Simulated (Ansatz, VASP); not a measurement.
# MnO2: VASP beside Ansatz

```xyz
3
Lattice="2.9203 0.0000 0.0000 -1.4602 2.5038 0.0000 0.0000 0.0000 5.5070" Properties=species:S:1:pos:R:3 pbc="T T T"
Mn    0.0000    0.0000    0.0000
O     0.0000    1.6692    0.9520
O     1.4602    0.8346    4.5550
```

Change from the starting cell: strain e2 = -0.01, atoms carried along.

Alike in both runs: task single point; functional PBE; k mesh 10 × 10 × 6; occupations gaussian, width 0.05 eV; collinear spin; Hubbard terms Mn d U = 3.9 eV.

|  | VASP | Ansatz |
| --- | --- | --- |
| version | VASP 6.6.1 | Ansatz 0.2.0 |
| potentials or method | VASP PAW PBE potentials, release 64 (Mn_pv, O), cutoff 520 eV | scalar-relativistic, plane waves, PAW |
| valence electrons in the cell | 25 | 27 |

|  | VASP | Ansatz | Ansatz less VASP |
| --- | --- | --- | --- |
| gap on the k mesh at the Fermi level (eV) | 1.91 | 1.89 | -0.021 |
| least direct gap on the mesh (eV) | 2.11 | 2.09 | -0.016 |
| pressure (GPa) | 2.0 | 1.5 | -0.45 |
| traceless stress, the component that is largest in VASP (GPa) | 1.53 | 1.56 | +0.030 |
| rms of the force components (eV/Å) | 0.093 | 0.051 | -0.0413 |
| net moment per atom (μB) | 1.00 | 1.00 | 0.000 |
| size of the moment on the site where the two differ most (μB) | 3.21 | 2.83 | -0.383 |

Site moments also hang on the region over which each program counts them. The programs project onto different local orbitals, so the same U acts differently, and such runs can settle in different states. Atom by atom the forces differ by 0.043 eV/Å (rms over components). VASP's potentials hold 25 valence electrons a cell and Ansatz's 27, so a difference there can come from the potentials and not from the codes.
